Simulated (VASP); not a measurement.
Input of a VASP 6.6.1 run:

The input POSCAR:

```
Fe
1.0
   -1.4345540701      1.4345540701      1.4345540701
    1.4345540701     -1.4345540701      1.4345540701
    1.4345540701      1.4345540701     -1.4345540701
Fe
1
Direct
    0.0000000000      0.0000000000      0.0000000000
```

File INCAR.step1:

```
SYSTEM = Fe
PREC     = Accurate       ! precision mode
ENCUT    = 520            ! plane-wave cutoff, eV
ISMEAR   = -1             ! smearing method
SIGMA    = 0.05           ! smearing width, eV
LREAL    = .FALSE.        ! projectors in reciprocal space
LASPH    = .TRUE.         ! aspherical terms in the spheres
NELM     = 150            ! most SCF steps
ISPIN    = 2              ! spin polarisation
MAGMOM   = 2.5            ! initial moments
LMAXMIX  = 4              ! l up to which the mixer works
NBANDS   = 14             ! bands
GGA      = PE             ! functional
ALGO     = Normal         ! electronic algorithm
EDIFF    = 1E-4           ! SCF threshold, eV
LWAVE    = .TRUE.         ! write WAVECAR
LCHARG   = .FALSE.        ! write CHGCAR
```

File INCAR.step2:

```
SYSTEM = Fe
PREC     = Accurate       ! precision mode
ENCUT    = 520            ! plane-wave cutoff, eV
EDIFF    = 1E-6           ! SCF threshold, eV
ISMEAR   = -1             ! smearing method
SIGMA    = 0.05           ! smearing width, eV
LREAL    = .FALSE.        ! projectors in reciprocal space
LASPH    = .TRUE.         ! aspherical terms in the spheres
NELM     = 150            ! most SCF steps
ALGO     = Normal         ! electronic algorithm
ISIF     = 2              ! what is computed and relaxed
LWAVE    = .FALSE.        ! write WAVECAR
LCHARG   = .FALSE.        ! write CHGCAR
ISPIN    = 2              ! spin polarisation
MAGMOM   = 2.5            ! initial moments
LORBIT   = 11             ! projections on sites
LMAXMIX  = 4              ! l up to which the mixer works
METAGGA  = R2SCAN         ! meta-GGA
LMIXTAU  = .TRUE.       
NBANDS   = 14             ! bands
ISTART   = 1
```

Contents of KPOINTS:

```
Automatic mesh
0
G
  15 15 15
  0 0 0
```

Potentials or basis: VASP PAW PBE potentials, release 64 (Fe).

Command:

```bash
$ cat potpaw_PBE.64/Fe/POTCAR > POTCAR
$ cp INCAR.step1 INCAR
$ mpirun -np 1 vasp_std > vasp.out
$ cp INCAR.step2 INCAR
$ mpirun -np 1 vasp_std > vasp.out
```

Problem. What does it give for the site moments?

Solution. Fe +2.74 μB.

Problem. What does it give for the net moment?

Solution. 2.67 μB per cell.
